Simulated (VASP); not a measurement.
# LiV (P4/mmm) in VASP: a series of runs, part 2 of 2

VASP 6.6.1. The steps go on from the part before.

## (3) Relaxation of cell and atoms, PBE

File INCAR:

```
PREC = Accurate
ENCUT = 600
EDIFF = 1E-6
ISMEAR = 0
SIGMA = 0.1
LREAL = F
LASPH = T
NELM = 60
ALGO = Fast
ISIF = 3
LWAVE = F
LCHARG = F
GGA = PE
IBRION = 2
NSW = 100
EDIFFG = -0.01
```

File KPOINTS:

```
Automatic mesh
0
Gamma
  22 22 12
```

File POSCAR:

```
LiV
1.0
    2.3938352316      0.0000000000      0.0000000000
    0.0000000000      2.3938352316      0.0000000000
    0.0000000000      0.0000000000      4.9194361593
Li V
1 1
Direct
    0.5000000000      0.5000000000      0.5000000000
    0.0000000000      0.0000000000      0.0000000000
```

Potentials or basis: VASP PAW PBE potentials, release 64 (Li_sv, V_sv).

Launch:

```bash
$ cat potpaw_PBE.64/Li_sv/POTCAR potpaw_PBE.64/V_sv/POTCAR > POTCAR
$ mpirun -np 1 vasp_std > vasp.out
```

OUTCAR:

```text
PREC = Accurate
   ENCUT = 600
   EDIFF = 1E-6
   ISMEAR = 0
   LREAL = F
   LASPH = T
   NELM = 60
   ISIF = 3
   GGA = PE
   IBRION = 2
   NSW = 100
   EDIFFG = -0.01

 ion  position               nearest neighbor table
   1  0.500  0.500  0.500-
   2  0.000  0.000  0.000-

  LATTYP: Found a simple tetragonal cell.
 ALAT       =     2.3938352316
 C/A-ratio  =     2.0550437617

  Lattice vectors:

 A1 = (   2.3938352316,   0.0000000000,   0.0000000000)
 A2 = (   0.0000000000,   2.3938352316,   0.0000000000)
 A3 = (   0.0000000000,   0.0000000000,   4.9194361593)

Analysis of symmetry for initial positions (statically):
=====================================================================
 Subroutine PRICEL returns:
 Original cell was already a primitive cell.

 Routine SETGRP: Setting up the symmetry group for a
 simple tetragonal supercell.

 Subroutine GETGRP returns: Found 16 space group operations
 (whereof 16 operations were pure point group operations)
 out of a pool of 16 trial point group operations.

The static configuration has the point symmetry D_4h.

Analysis of symmetry for dynamics (positions and initial velocities):
=====================================================================
 Subroutine PRICEL returns:
 Original cell was already a primitive cell.

 Routine SETGRP: Setting up the symmetry group for a
 simple tetragonal supercell.

 Subroutine GETGRP returns: Found 16 space group operations
 (whereof 16 operations were pure point group operations)
 out of a pool of 16 trial point group operations.

The dynamic configuration has the point symmetry D_4h.

 Subroutine INISYM returns: Found 16 space group operations
 (whereof 16 operations are pure point group operations),
 and found     1 'primitive' translations

----------------------------------------------------------------------------------------

                                     Primitive cell

  volume of cell :      28.1906

  direct lattice vectors                    reciprocal lattice vectors
     2.393835232  0.000000000  0.000000000     0.417739695  0.000000000  0.000000000
     0.000000000  2.393835232  0.000000000     0.000000000  0.417739695  0.000000000
     0.000000000  0.000000000  4.919436159     0.000000000  0.000000000  0.203275328

  length of vectors
     2.393835232  2.393835232  4.919436159     0.417739695  0.417739695  0.203275328

  position of ions in fractional coordinates (direct lattice)
     0.500000000  0.500000000  0.500000000
     0.000000000  0.000000000  0.000000000

  ion indices of the primitive-cell ions
   primitive index   ion index
                 1           1
                 2           2

----------------------------------------------------------------------------------------

 KPOINTS: Automatic mesh

Automatic generation of k-mesh.
 Grid dimensions read from file:
 generate k-points for:   22   22   12

 Generating k-lattice:

  Cartesian coordinates                     Fractional coordinates (reciprocal lattice)
     0.018988168  0.000000000  0.000000000     0.045454545  0.000000000  0.000000000
     0.000000000  0.018988168  0.000000000     0.000000000  0.045454545  0.000000000
[... 51 lines left out ...]
   ICHARG =      2    charge: 1-file 2-atom 10-const
   ISPIN  =      1    spin polarized calculation?
   LNONCOLLINEAR =      F non collinear calculations
   LSORBIT =      F    spin-orbit coupling
   LASPH  =      T    aspherical Exc in radial PAW
   ENCUT  =  600.0 eV  44.10 Ry    6.64 a.u.   4.78  4.78  9.83*2*pi/ulx,y,z
   NELM   =     60;   NELMIN=  2; NELMDL= -5     # of ELM steps
   EDIFF  = 0.1E-05   stopping-criterion for ELM
   LREAL  =      F    real-space projection
   EDIFFG = -.1E-01   stopping-criterion for IOM
   NSW    =    100    number of steps for IOM
   IBRION =      2    ionic relax: 0-MD 1-quasi-New 2-CG
   NFREE  =      1    steps in history (QN), initial steepest desc. (CG)
   ISIF   =      3    stress and relaxation
   ISYM   =      2    0-nonsym 1-usesym 2-fastsym
   POTIM  = 0.5000    time-step for ionic-motion
   TEBEG  =    0.0;   TEEND  =   0.0 temperature during run
   PSTRESS=    0.0 pullay stress
   NELECT =      16.0000    total number of electrons
   NUPDOWN=      -1.0000    fix difference up-down
   EMIN   =  10.00;   EMAX   =-10.00  energy-range for DOS
   EFERMI =   0.00;   METHOD = LEGACY
   ISMEAR =     0;   SIGMA  =   0.10  broadening in eV -4-tet -1-fermi 0-gaus
   EFERMI_NEDOS =   21; number of points for ismear=-14 and -15
   IALGO  =     68    algorithm
   IMIX   =      4    mixing-type and parameters
     AMIX     =   0.40;   BMIX     =  1.00
     AMIX_MAG =   1.60;   BMIX_MAG =  1.00
  volume/ion in A,a.u.               =      14.10        95.12
  Fermi-wavevector in a.u.,A,eV,Ry     =   1.355440  2.561410 24.996853  1.837217
  Thomas-Fermi vector in A             =   2.482527
   LORBIT       =      0    0 simple, 1 ext, 2 COOP (PROOUT), +10 PAW based schemes
   GGA     = PE    functional components
   LHFCALC =     F    Hartree Fock is set to
   AEXX    =    0.0000 exact exchange contribution
   IVDW    =     0    specifies the selected vdW correction
   LEPSILON=     F    determine dielectric tensor
   LRPA    =     F    only Hartree local field effects (RPA)
 conjugate gradient relaxation of ions
 non-spin polarized calculation
 RMM-DIIS sequential band-by-band and
 Gauss-broadening in eV      SIGMA  =   0.10
  energy-cutoff  :      600.00
  volume of cell :       28.19
 maximum number of plane-waves:       958
 NGX is ok and might be reduce to    20
   NGX =  9   NGY =  9   NGZ = 19

--------------------------------------- Ionic step        1  -------------------------------------------

 number of electron      15.9999995 magnetization

 Free energy of the ion-electron system (eV)
  ---------------------------------------------------
  ext. energy  EPLUGINS =         0.00000000
  ---------------------------------------------------
  free energy    TOTEN  =        -9.98410921 eV

  energy without entropy =       -9.97504275  energy(sigma->0) =       -9.97957598

------------------------ aborting loop EDIFF was not reached (unconverged)  ----------------------------

  FORCE on cell =-STRESS in cart. coord.  units (eV):
  Direction    XX          YY          ZZ          XY          YZ          ZX
  --------------------------------------------------------------------------------------
  -------------------------------------------------------------------------------------
  Total        0.0331469      0.0331469     -0.0068997      0.0000000      0.0000000      0.0000000
  in kB        1.8838652      1.8838652     -0.3921364      0.0000000      0.0000000      0.0000000
  external PRESSURE =       1.1251980 kB  Pullay stress =       0.0000000 kB
[... 203 lines left out ...]
--------------------------------------- Ionic step        7  -------------------------------------------

 number of electron      15.9999995 magnetization

 Free energy of the ion-electron system (eV)
  ---------------------------------------------------
  ext. energy  EPLUGINS =         0.00000000
  ---------------------------------------------------
  free energy    TOTEN  =        -9.99276249 eV

  energy without entropy =       -9.98365261  energy(sigma->0) =       -9.98820755

 E-fermi :   5.3771     XC(G=0): -10.3522

 val. band max:        5.3768932654   @ k =   0.3182   0.1818   0.3333
 cond. band min:       5.3777851494   @ k =   0.3182   0.2727   0.1667
 fundamental gap:      0.0008918840
 Fermi energy:         5.3770749001

 k-point     1 :       0.0000    0.0000    0.0000
  band No.  band energies     occupation
      1     -58.5379      2.00000
      2     -40.0985      2.00000
      3     -32.3185      2.00000
      4     -31.7163      2.00000
      5     -31.7163      2.00000
      6       0.0505      2.00000
      7       3.3529      2.00000
      8       3.4038      2.00000
      9       4.6033      2.00000
     10       7.9942      0.00000
     11       7.9942      0.00000
     12       9.1117      0.00000
[... 331 lines left out ...]
 k-point    24 :       0.0909    0.0909    0.0000
  band No.  band energies     occupation
      1     -58.5064      2.00000
      2     -40.0861      2.00000
      3     -32.2945      2.00000
      4     -31.8141      2.00000
      5     -31.8023      2.00000
      6       0.5124      2.00000
      7       3.7032      2.00000
      8       3.7104      2.00000
      9       4.5479      2.00000
     10       7.7326      0.00000
     11       8.3554      0.00000
     12       8.7202      0.00000

 [... further k-points ...]

------------------------ aborting loop because EDIFF is reached ----------------------------------------

  FORCE on cell =-STRESS in cart. coord.  units (eV):
  Direction    XX          YY          ZZ          XY          YZ          ZX
  --------------------------------------------------------------------------------------
  -------------------------------------------------------------------------------------
  Total        0.0046280      0.0046280      0.0073828      0.0000000      0.0000000      0.0000000
  in kB        0.2629184      0.2629184      0.4194185      0.0000000      0.0000000      0.0000000
  external PRESSURE =       0.3150851 kB  Pullay stress =       0.0000000 kB
[... 17 lines left out ...]
  FREE ENERGIE OF THE ION-ELECTRON SYSTEM (eV)
  ---------------------------------------------------
  free  energy   TOTEN  =        -9.9927624914 eV

  energy  without entropy=       -9.9836526114  energy(sigma->0) =       -9.98820755

 reached required accuracy - stopping structural energy minimisation
```

OSZICAR:

```text
N       E                     dE             d eps       ncg     rms          rms(c)
DAV:   1     0.131317842123E+03    0.13132E+03   -0.91558E+03 13104   0.159E+03
DAV:   2    -0.472538430824E+01   -0.13604E+03   -0.13222E+03 13460   0.417E+02
DAV:   3    -0.115439069238E+02   -0.68185E+01   -0.66651E+01 24008   0.761E+01
DAV:   4    -0.116486445541E+02   -0.10474E+00   -0.10426E+00 15184   0.842E+00
[... 89 lines left out ...]
DAV:   1    -0.999304792734E+01   -0.29750E-03   -0.54740E-03 13176   0.122E+00    0.110E-01
RMM:   2    -0.999285530105E+01    0.19263E-03   -0.99784E-04 13396   0.302E-01    0.919E-02
RMM:   3    -0.999276918940E+01    0.86112E-04   -0.19756E-04 13290   0.175E-01    0.230E-02
RMM:   4    -0.999276287299E+01    0.63164E-05   -0.21306E-05 13826   0.506E-02    0.973E-03
RMM:   5    -0.999276249142E+01    0.38156E-06   -0.62752E-06 13307   0.345E-02
   7 F= -.99927625E+01 E0= -.99882076E+01  d E =-.122898E-04
```

CONTCAR:

```text
LiV
   1.00000000000000
     2.3953788275603518    0.0000000000000000   -0.0000000000000000
     0.0000000000000000    2.3953788275603518    0.0000000000000000
     0.0000000000000000    0.0000000000000000    4.9151476787210688
  Li              V
     1     1
Direct
     0.5000000000000000    0.5000000000000000    0.5000000000000000
     1.0000000000000000    0.0000000000000000    0.0000000000000000

  0.00000000E+00  0.00000000E+00  0.00000000E+00
  0.00000000E+00  0.00000000E+00  0.00000000E+00
```

Wall time 7.9 min (1 thread of AMD EPYC 9R45 (Zen 5), shared host); peak memory 0.33 GiB.

Results:

- Free energy: -9.9928 eV
- Relaxed volume: 14.10 Å³/atom
- Relaxed cell: a = 2.395 Å, b = 2.395 Å, c = 4.915 Å, α = 90.00°, β = 90.00°, γ = 90.00°
- Space group after relaxing (to 0.1 Å): P4/mmm (No. 123)
- Energy gained by relaxing: 4.3 meV/atom
- Ionic steps: 7
- Pressure after relaxing: 0.0 GPa
- Band gap on the k mesh: zero (bands 8 and 9 overlap by 1.86 eV)

Step by step:
| step | energy change (eV) | largest force (eV/Å) | pressure (GPa) | volume (Å³) |
| --- | --- | --- | --- | --- |
| 1 | 0.0000 | 0.0000 | 0.11 | 28.19 |
| 2 | -0.0086 | 0.0000 | -0.17 | 28.23 |
| 3 | -0.0086 | 0.0000 | -0.15 | 28.23 |
| 4 | -0.0086 | 0.0000 | -0.10 | 28.22 |
| 5 | -0.0086 | 0.0000 | -0.04 | 28.20 |
| 6 | -0.0086 | 0.0000 | -0.09 | 28.21 |
| 7 | -0.0087 | 0.0000 | 0.03 | 28.20 |

Final structure:
```yaml
crystal:
  lattice:
    - [2.39538, 0.00000, 0.00000]
    - [0.00000, 2.39538, 0.00000]
    - [0.00000, 0.00000, 4.91515]
  atoms:
    - { symbol: Li, position: [0.50000, 0.50000, 0.50000] }
    - { symbol: V, position: [0.00000, 0.00000, 0.00000] }
```

Caveat: the cutoff is under 1.25 times the usual one of these potentials, so pressure, stress and relaxed cells hold a basis-set (Pulay) error.
